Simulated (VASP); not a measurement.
# FeNi3 (Pm-3m) in VASP: notebook

FeNi3 is run at these levels: PBE; tasks: single point.

Program: VASP 6.6.1. These are calculated values, not measurements. Logs are shortened: lines on timing, memory, paths and dates and some standing lists are left out, and cuts for length are marked.

### 1 The cell of the first run

The structure is cubic, space group Pm-3m (No. 221). The conventional cell has a = 3.658 Å, b = 3.658 Å, c = 3.658 Å, α = 90.00°, β = 90.00°, γ = 90.00°. Within 3.4 Å of Fe (site symmetry m-3m) lie 12 Ni at 2.59 Å. Ni (site symmetry 4/mmm) has 4 Fe at 2.59 Å and 8 Ni at 2.59 Å within 3.4 Å.

### 2 Single point, PBE, collinear spin, ferromagnetic start (12.24 Å³/atom)

Input file INCAR:

```
SYSTEM = FeNi3
  ALGO = Normal
  EDIFF = 1E-6
  ENCUT = 520
  GGA = PE
  ISIF = 2
  ISMEAR = 0
  ISPIN = 2
  LASPH = .TRUE.
  LCHARG = .FALSE.
  LMAXMIX = 4
  LORBIT = 11
  LREAL = .FALSE.
  LWAVE = .FALSE.
  MAGMOM = 3.2 0.75 0.75 0.75
  NBANDS = 31
  NELM = 150
  PREC = Accurate
  SIGMA = 0.1
```

Input file KPOINTS:

```
k-points
0
G
  12 12 12
  0 0 0
```

Input file POSCAR:

```
FeNi3
1.0
    3.6580803854      0.0000000000      0.0000000000
    0.0000000000      3.6580803854      0.0000000000
    0.0000000000      0.0000000000      3.6580803854
Fe Ni
1 3
Direct
    0.0000000000      0.0000000000      0.0000000000
    0.0000000000      0.5000000000      0.5000000000
    0.5000000000      0.0000000000      0.5000000000
    0.5000000000      0.5000000000      0.0000000000
```

Potentials or basis: VASP PAW PBE potentials, release 64 (Fe, Ni).

Command:

```bash
> cat potpaw_PBE.64/Fe/POTCAR potpaw_PBE.64/Ni/POTCAR > POTCAR
> mpirun -np 1 vasp_std > vasp.out
```

OUTCAR:

```text
SYSTEM = FeNi3
   EDIFF = 1E-6
   ENCUT = 520
   GGA = PE
   ISIF = 2
   ISMEAR = 0
   ISPIN = 2
   LASPH = .TRUE.
   LORBIT = 11
   LREAL = .FALSE.
   NELM = 150
   PREC = Accurate

 ion  position               nearest neighbor table
   1  0.000  0.000  0.000-   2 2.59   3 2.59   4 2.59   2 2.59   3 2.59   2 2.59   4 2.59   2 2.59
                             3 2.59   4 2.59   3 2.59   4 2.59
   2  0.000  0.500  0.500-   1 2.59   3 2.59   4 2.59   1 2.59   4 2.59   1 2.59   3 2.59   1 2.59
                             3 2.59   4 2.59   4 2.59   3 2.59
   3  0.500  0.000  0.500-   1 2.59   2 2.59   4 2.59   1 2.59   4 2.59   2 2.59   4 2.59   4 2.59
                             1 2.59   2 2.59   1 2.59   2 2.59
   4  0.500  0.500  0.000-   1 2.59   2 2.59   3 2.59   2 2.59   3 2.59   1 2.59   3 2.59   3 2.59
                             1 2.59   2 2.59   2 2.59   1 2.59

  LATTYP: Found a simple cubic cell.
 ALAT       =     3.6580803854

  Lattice vectors:

 A1 = (   3.6580803854,   0.0000000000,   0.0000000000)
 A2 = (   0.0000000000,   3.6580803854,   0.0000000000)
 A3 = (   0.0000000000,   0.0000000000,   3.6580803854)

Analysis of symmetry for initial positions (statically):
=====================================================================
 Subroutine PRICEL returns:
 Original cell was already a primitive cell.

 Routine SETGRP: Setting up the symmetry group for a
 simple cubic supercell.

 Subroutine GETGRP returns: Found 48 space group operations
 (whereof 48 operations were pure point group operations)
 out of a pool of 48 trial point group operations.

The static configuration has the point symmetry O_h .

Analysis of symmetry for dynamics (positions and initial velocities):
=====================================================================
 Subroutine PRICEL returns:
 Original cell was already a primitive cell.

 Routine SETGRP: Setting up the symmetry group for a
 simple cubic supercell.

 Subroutine GETGRP returns: Found 48 space group operations
 (whereof 48 operations were pure point group operations)
 out of a pool of 48 trial point group operations.

The dynamic configuration has the point symmetry O_h .

Analysis of structural, dynamic, and magnetic symmetry:
=====================================================================
 Subroutine PRICEL returns:
 Original cell was already a primitive cell.

 Routine SETGRP: Setting up the symmetry group for a
 simple cubic supercell.

 Subroutine GETGRP returns: Found 48 space group operations
 (whereof 48 operations were pure point group operations)
 out of a pool of 48 trial point group operations.

The overall configuration has the point symmetry O_h .
[... 127 lines left out ...]
   LORBIT       =     11    0 simple, 1 ext, 2 COOP (PROOUT), +10 PAW based schemes
   GGA     = PE    functional components
   LHFCALC =     F    Hartree Fock is set to
   AEXX    =    0.0000 exact exchange contribution
   IVDW    =     0    specifies the selected vdW correction
   LEPSILON=     F    determine dielectric tensor
   LRPA    =     F    only Hartree local field effects (RPA)
 spin polarized calculation
 Gauss-broadening in eV      SIGMA  =   0.10
  energy-cutoff  :      520.00
  volume of cell :       48.95
 maximum number of plane-waves:      1357
 NGX is ok and might be reduce to    28
   NGX = 13   NGY = 13   NGZ = 13

 number of electron      38.0000009 magnetization       4.9153844

 Free energy of the ion-electron system (eV)
  ---------------------------------------------------
  ext. energy  EPLUGINS =         0.00000000
  ---------------------------------------------------
  free energy    TOTEN  =       -24.78389665 eV

  energy without entropy =      -24.76560771  energy(sigma->0) =      -24.77475218

 E-fermi :   7.4112     XC(G=0): -12.6064

 val. band max:        7.4083322376   @ k =   0.5000   0.4167   0.3333
 cond. band min:       7.4151445741   @ k =   0.3333   0.1667   0.1667
 fundamental gap:      0.0068123366
 Fermi energy:         7.4112276764

 spin component 1

 k-point     1 :       0.0000    0.0000    0.0000
  band No.  band energies     occupation
      1      -1.0491      1.00000
      2       2.5768      1.00000
      3       2.5768      1.00000
      4       3.2469      1.00000
      5       3.2469      1.00000
      6       3.2469      1.00000
[... 805 lines left out ...]
     30      20.1008      0.00000
     31      21.1315      0.00000

 [... further k-points ...]

 spin component 2

 k-point     1 :       0.0000    0.0000    0.0000
  band No.  band energies     occupation
      1      -1.0197      1.00000
      2       3.6980      1.00000
      3       3.7023      1.00000
      4       3.7023      1.00000
      5       4.3329      1.00000
      6       4.3329      1.00000
[... 805 lines left out ...]
     30      20.4133      0.00000
     31      21.4887      0.00000

 [... further k-points ...]
[... 5 lines left out ...]
  --------------------------------------------------------------------------------------
  -------------------------------------------------------------------------------------
  Total       -4.4720844     -4.4720844     -4.4720844     -0.0000000     -0.0000000      0.0000000
  in kB     -146.3729537   -146.3729537   -146.3729537     -0.0000000     -0.0000000      0.0000000
  external PRESSURE =    -146.3729537 kB  Pullay stress =       0.0000000 kB

 VOLUME and BASIS-vectors are now :
 -----------------------------------------------------------------------------
  energy-cutoff  :      520.00
  volume of cell :       48.95
      direct lattice vectors                 reciprocal lattice vectors
     3.658080385  0.000000000  0.000000000     0.273367421  0.000000000  0.000000000
     0.000000000  3.658080385  0.000000000     0.000000000  0.273367421  0.000000000
     0.000000000  0.000000000  3.658080385     0.000000000  0.000000000  0.273367421

 POSITION                                       TOTAL-FORCE (eV/Angst)
 -----------------------------------------------------------------------------------
      0.00000      0.00000      0.00000         0.000000      0.000000      0.000000
      0.00000      1.82904      1.82904         0.000000      0.000000      0.000000
      1.82904      0.00000      1.82904         0.000000      0.000000      0.000000
      1.82904      1.82904      0.00000         0.000000      0.000000      0.000000
 -----------------------------------------------------------------------------------
    total drift:                                0.000000      0.000000      0.000000

  FREE ENERGIE OF THE ION-ELECTRON SYSTEM (eV)
  ---------------------------------------------------
  free  energy   TOTEN  =       -24.7838966494 eV

  energy  without entropy=      -24.7656077139  energy(sigma->0) =      -24.77475218

 total charge

# of ion       s       p       d       tot
------------------------------------------
    1        0.439   0.431   6.045   6.915
    2        0.466   0.431   8.288   9.185
    3        0.466   0.431   8.288   9.185
    4        0.466   0.431   8.288   9.185
--------------------------------------------------
tot          1.836   1.725  30.909  34.470

 magnetization (x)

# of ion       s       p       d       tot
------------------------------------------
    1        0.014   0.001   2.998   3.012
    2       -0.015  -0.041   0.714   0.658
    3       -0.015  -0.041   0.714   0.658
    4       -0.015  -0.041   0.714   0.658
--------------------------------------------------
tot         -0.032  -0.123   5.141   4.986
```

Run time: 2.9 min. Hardware: 1 thread of Intel Xeon Platinum 8559C (Emerald Rapids), shared host; peak memory 0.3 GiB.

Results:

* Free energy: -24.7839 eV
* Pressure: -14.6 GPa
* Net moment: 4.92 μB per cell
* Site moments: Fe +3.01; Ni +0.66 μB
* Valence electrons inside the program's atomic spheres: Fe 6.92; Ni 9.19

Caveat: the cell stands under tension.

### 3 Single point, PBE, collinear spin, ferromagnetic start (11.46 Å³/atom)

This run uses another cell than the first one, of 11.46 Å³/atom.

Input file INCAR:

```
SYSTEM = FeNi3
ALGO = Normal
EDIFF = 1E-7
ENCUT = 520
GGA = PE
ISIF = 2
ISMEAR = 0
ISPIN = 2
LASPH = .True.
LCHARG = .False.
LMAXMIX = 4
LORBIT = 11
LREAL = .False.
LWAVE = .False.
MAGMOM = 3.2 0.75 0.75 0.75
NBANDS = 31
NELM = 150
PREC = Accurate
SIGMA = 0.1
```

Input file KPOINTS:

```
k-points
0
Gamma
  12 12 12
  0 0 0
```

Input file POSCAR:

```
FeNi3
1.0
    3.5787779919      0.0000000000      0.0000000000
    0.0000000000      3.5787779919      0.0000000000
    0.0000000000      0.0000000000      3.5787779919
Fe Ni
1 3
Direct
    0.0000000000      0.0000000000      0.0000000000
    0.0000000000      0.5000000000      0.5000000000
    0.5000000000      0.0000000000      0.5000000000
    0.5000000000      0.5000000000      0.0000000000
```

Potentials or basis: VASP PAW PBE potentials, release 64 (Fe, Ni).

Command:

```bash
> cat potpaw_PBE.64/Fe/POTCAR potpaw_PBE.64/Ni/POTCAR > POTCAR
> mpirun -np 1 vasp_std > vasp.out
```

It took 3.6 min on 1 thread of Intel Xeon Platinum 8488C (Sapphire Rapids), shared host; peak memory 0.3 GiB.

Results (log left out):

| Quantity | Value |
| --- | --- |
| Free energy | -24.9854 eV |
| Pressure | -5.4 GPa |
| Net moment | 4.81 μB per cell |
| Site moments | Fe +2.94; Ni +0.64 μB |
| Valence electrons inside the program's atomic spheres | Fe 7.03; Ni 9.29 |

Levels at points of the mesh, in eV from the Fermi level:
Spin up:
```csv
k point,band 19,band 20,band 21,band 22,band 23,band 24
"(0.00, 0.00, 0.00)",-0.64,-0.64,-0.64,2.23,2.23,2.23
"(0.50, 0.00, 0.00)",-1.44,-1.03,-0.77,-0.64,7.30,7.30
"(0.50, 0.50, 0.00)",-1.49,-1.45,0.68,0.68,0.70,0.70
"(0.50, 0.50, 0.50)",-0.80,-0.80,-0.46,-0.46,-0.46,-0.31
```
Spin down:
```csv
k point,band 14,band 15,band 16,band 17,band 18,band 19,band 20,band 21
"(0.00, 0.00, 0.00)",0.27,0.27,0.27,0.96,0.96,1.20,1.20,1.20
"(0.50, 0.00, 0.00)",-0.91,-0.82,-0.40,-0.11,-0.11,0.27,0.51,0.60
"(0.50, 0.50, 0.00)",-1.17,-1.15,-0.77,-0.63,0.17,0.17,0.41,1.35
"(0.50, 0.50, 0.50)",-0.43,-0.43,-0.43,0.06,0.06,0.06,0.76,0.76
```

Caveat: the cell stands under tension.

### 4 Single point, PBE, collinear spin, ferromagnetic start (11.79 Å³/atom)

This run uses another cell than the first one, of 11.79 Å³/atom.

Input file INCAR:

```
ALGO = Fast ; EDIFF = 1E-6
ENCUT = 520 ; GGA = PE
ISIF = 2 ; ISMEAR = 0
ISPIN = 2 ; LASPH = T
LCHARG = F ; LMAXMIX = 4
LORBIT = 11 ; LREAL = F
LWAVE = F ; MAGMOM = 3.2 0.75 0.75 0.75
NBANDS = 31 ; NELM = 150
PREC = Accurate ; SIGMA = 0.1
```

Input file KPOINTS:

```
k-points
0
Gamma
  12 12 12
```

Input file POSCAR:

```
FeNi3
1.0
    3.6131914299      0.0000000000      0.0000000000
    0.0000000000      3.6131914299      0.0000000000
    0.0000000000      0.0000000000      3.6131914299
Fe Ni
1 3
Direct
    0.0000000000      0.0000000000      0.0000000000
    0.0000000000      0.5000000000      0.5000000000
    0.5000000000      0.0000000000      0.5000000000
    0.5000000000      0.5000000000      0.0000000000
```

Potentials or basis: VASP PAW PBE potentials, release 64 (Fe, Ni).

Command:

```bash
> cat potpaw_PBE.64/Fe/POTCAR potpaw_PBE.64/Ni/POTCAR > POTCAR
> mpirun -np 1 vasp_std > vasp.out
```

OUTCAR:

```text
EDIFF = 1E-6
   ENCUT = 520
   GGA = PE
   ISIF = 2
   ISMEAR = 0
   ISPIN = 2
   LASPH = T
   LORBIT = 11
   LREAL = F
   NELM = 150
   PREC = Accurate

 ion  position               nearest neighbor table
   1  0.000  0.000  0.000-   2 2.55   3 2.55   4 2.55   2 2.55   3 2.55   2 2.55   4 2.55   2 2.55
                             3 2.55   4 2.55   3 2.55   4 2.55
   2  0.000  0.500  0.500-   1 2.55   3 2.55   4 2.55   1 2.55   4 2.55   1 2.55   3 2.55   1 2.55
                             3 2.55   4 2.55   4 2.55   3 2.55
   3  0.500  0.000  0.500-   1 2.55   2 2.55   4 2.55   1 2.55   4 2.55   2 2.55   4 2.55   4 2.55
                             1 2.55   2 2.55   1 2.55   2 2.55
   4  0.500  0.500  0.000-   1 2.55   2 2.55   3 2.55   2 2.55   3 2.55   1 2.55   3 2.55   3 2.55
                             1 2.55   2 2.55   2 2.55   1 2.55

  LATTYP: Found a simple cubic cell.
 ALAT       =     3.6131914299

  Lattice vectors:

 A1 = (   3.6131914299,   0.0000000000,   0.0000000000)
 A2 = (   0.0000000000,   3.6131914299,   0.0000000000)
 A3 = (   0.0000000000,   0.0000000000,   3.6131914299)

Analysis of symmetry for initial positions (statically):
=====================================================================
 Subroutine PRICEL returns:
 Original cell was already a primitive cell.

 Routine SETGRP: Setting up the symmetry group for a
 simple cubic supercell.

 Subroutine GETGRP returns: Found 48 space group operations
 (whereof 48 operations were pure point group operations)
 out of a pool of 48 trial point group operations.

The static configuration has the point symmetry O_h .

Analysis of symmetry for dynamics (positions and initial velocities):
=====================================================================
 Subroutine PRICEL returns:
 Original cell was already a primitive cell.

 Routine SETGRP: Setting up the symmetry group for a
[... 167 lines left out ...]
  ---------------------------------------------------
  ext. energy  EPLUGINS =         0.00000000
  ---------------------------------------------------
  free energy    TOTEN  =       -24.92111336 eV

  energy without entropy =      -24.90433339  energy(sigma->0) =      -24.91272337

 E-fermi :   7.8539     XC(G=0): -12.8153

 val. band max:        7.8537347785   @ k =   0.5000   0.0833   0.0833
 cond. band min:       7.8554654328   @ k =   0.2500   0.2500   0.0833
 fundamental gap:      0.0017306543
 Fermi energy:         7.8539169937

 spin component 1

 k-point     1 :       0.0000    0.0000    0.0000
  band No.  band energies     occupation
      1      -0.8413      1.00000
      2       2.8503      1.00000
      3       2.8503      1.00000
      4       3.5470      1.00000
      5       3.5470      1.00000
      6       3.5470      1.00000
[... 805 lines left out ...]
     30      20.9050      0.00000
     31      21.9417      0.00000

 [... further k-points ...]

 spin component 2

 k-point     1 :       0.0000    0.0000    0.0000
  band No.  band energies     occupation
      1      -0.8071      1.00000
      2       3.9407      1.00000
      3       3.9407      1.00000
      4       3.9409      1.00000
      5       4.5964      1.00000
      6       4.5964      1.00000
[... 805 lines left out ...]
     30      21.2239      0.00000
     31      22.3097      0.00000

 [... further k-points ...]
[... 5 lines left out ...]
  --------------------------------------------------------------------------------------
  -------------------------------------------------------------------------------------
  Total       -2.9010536     -2.9010536     -2.9010536      0.0000000      0.0000000     -0.0000000
  in kB      -98.5356588    -98.5356588    -98.5356588      0.0000000      0.0000000     -0.0000000
  external PRESSURE =     -98.5356588 kB  Pullay stress =       0.0000000 kB

 VOLUME and BASIS-vectors are now :
 -----------------------------------------------------------------------------
  energy-cutoff  :      520.00
  volume of cell :       47.17
      direct lattice vectors                 reciprocal lattice vectors
     3.613191430  0.000000000  0.000000000     0.276763637  0.000000000  0.000000000
     0.000000000  3.613191430  0.000000000     0.000000000  0.276763637  0.000000000
     0.000000000  0.000000000  3.613191430     0.000000000  0.000000000  0.276763637

 POSITION                                       TOTAL-FORCE (eV/Angst)
 -----------------------------------------------------------------------------------
      0.00000      0.00000      0.00000         0.000000      0.000000      0.000000
      0.00000      1.80660      1.80660         0.000000      0.000000      0.000000
      1.80660      0.00000      1.80660         0.000000      0.000000      0.000000
      1.80660      1.80660      0.00000         0.000000      0.000000      0.000000
 -----------------------------------------------------------------------------------
    total drift:                                0.000000      0.000000      0.000000

  FREE ENERGIE OF THE ION-ELECTRON SYSTEM (eV)
  ---------------------------------------------------
  free  energy   TOTEN  =       -24.9211133579 eV

  energy  without entropy=      -24.9043333900  energy(sigma->0) =      -24.91272337

 total charge

# of ion       s       p       d       tot
------------------------------------------
    1        0.452   0.458   6.069   6.979
    2        0.480   0.461   8.300   9.241
    3        0.480   0.461   8.300   9.241
    4        0.480   0.461   8.300   9.241
--------------------------------------------------
tot          1.891   1.839  30.970  34.700

 magnetization (x)

# of ion       s       p       d       tot
------------------------------------------
    1        0.013   0.001   2.956   2.970
    2       -0.016  -0.042   0.702   0.645
    3       -0.016  -0.042   0.702   0.645
    4       -0.016  -0.042   0.702   0.645
--------------------------------------------------
tot         -0.034  -0.124   5.061   4.903
```

stdout:

```text
POSCAR found type information on POSCAR FeNi
 POSCAR found :  2 types and       4 ions
 scaLAPACK will be used
 LDA part: xc-table for (Slater+PW92), standard interpolation
 POSCAR, INCAR and KPOINTS ok, starting setup
 FFT: planning ... GRIDC
 FFT: planning ... GRID_SOFT
 FFT: planning ... GRID
 WAVECAR not read
 entering main loop
```

Wall time 2.9 min (1 thread of Intel Xeon Platinum 8488C (Sapphire Rapids), shared host); peak memory 0.3 GiB.

Results:

- Free energy: -24.9211 eV
- Pressure: -9.9 GPa
- Net moment: 4.85 μB per cell
- Site moments: Fe +2.97; Ni +0.65 μB
- Valence electrons inside the program's atomic spheres: Fe 6.98; Ni 9.24

Caveat: the cell stands under tension.

### 5 Overview

| cell | gap on the mesh (eV) | pressure (GPa) | moment (μB) |
| --- | --- | --- | --- |
| a = 3.658 Å, 4 atoms | none | -14.6 | 4.92 |
| a = 3.579 Å, 4 atoms | none | -5.4 | 4.81 |
| a = 3.613 Å, 4 atoms | none | -9.9 | 4.85 |

Alike in all rows: task single point; level PBE; potentials or basis VASP PAW PBE potentials, release 64 (Fe, Ni); spin collinear, ferromagnetic start; k mesh 12 × 12 × 12; cutoff (eV) 520; smearing gaussian 0.1 eV.

Caveats: the cell stands under tension.

Absolute energies hang on the potentials; compare differences alone.
